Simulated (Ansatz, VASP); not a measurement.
## Cd4Se: VASP beside Ansatz

```xyz
5
Lattice="5.4672 0.0000 0.0000 -2.7336 4.7347 0.0000 0.0000 0.0000 4.6616" Properties=species:S:1:pos:R:3 pbc="T T T"
Cd    2.8065    0.0000    2.3308
Cd   -1.4032    2.4305    2.3308
Cd    1.3304    2.3042    2.3308
Cd    0.0000    0.0000    0.0000
Se    0.0000    0.0000    2.3308
```

Alike in both runs: task relaxation of cell and atoms; functional PBE; k mesh 4 × 4 × 4; occupations gaussian, width 0.2 eV; no spin polarisation.

|  | VASP | Ansatz |
| --- | --- | --- |
| version | VASP 6.6.1 | Ansatz 0.2.0 |
| potentials or method | VASP PAW PBE potentials, release 64 (Cd, Se), cutoff 500 eV | scalar-relativistic, plane waves, PAW |
| valence electrons in the cell | 54 | 96 |

Ansatz gave:

```
gap on the k mesh at the Fermi level, each at its own relaxed structure (eV) : none
relaxed volume (Å³/atom)                                                     : 36.06
relaxed cell length with the largest relative difference (Å)                 : 5.924
```

Estimate VASP's values.

gap on the k mesh at the Fermi level, each at its own relaxed structure (eV): none; relaxed volume (Å³/atom): 35.97; relaxed cell length with the largest relative difference (Å): 5.914.

A gap of «none» marks a metal or a gap that the smearing closes. VASP's potentials hold 54 valence electrons a cell and Ansatz's 96, so a difference there can come from the potentials and not from the codes.

Noted on VASP's run: the volume moved by over 15 % at a fixed basis, so the end points are rough.
